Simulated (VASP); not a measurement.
A run of VASP 6.6.1:

The input INCAR:

```
SYSTEM = Cd
PREC = Accurate
ENCUT = 520
EDIFF = 1E-6
ISMEAR = 0
SIGMA = 0.1
LREAL = .False.
LASPH = .True.
NELM = 80
ALGO = Fast
ISIF = 2
LWAVE = .False.
LCHARG = .False.
GGA = PS
NBANDS = 32
```

The input KPOINTS:

```
Automatic mesh
0
Gamma
  15 15 4
  0 0 0
```

File POSCAR:

```
Cd
1.0
    3.1911488122      0.0000000000      0.0000000000
   -1.5955744061      2.7636159386      0.0000000000
    0.0000000000      0.0000000000     11.0744177378
Cd
4
Direct
    0.0000000000      0.0000000000      0.0135581366
    0.3333333300      0.6666666700      0.2500000000
    0.0000000000      0.0000000000      0.4864418634
    0.6666666700      0.3333333300      0.7500000000
```

Potentials or basis: VASP PAW PBE potentials, release 64 (Cd).

The run is started by

```sh
$ cat potpaw_PBE.64/Cd/POTCAR > POTCAR
$ mpirun -np 1 vasp_std > vasp.out
```

Hardware: 1 thread of Intel(R) Xeon(R) Platinum 8488C (Sapphire Rapids), on a shared host.

**Question.** Estimate the wall time of this run.

**Answer.** It took 2.2 min on 1 thread of Intel(R) Xeon(R) Platinum 8488C (Sapphire Rapids) (shared host), peak memory 0.33 GiB. Counts: scf iterations 12, k points 81.
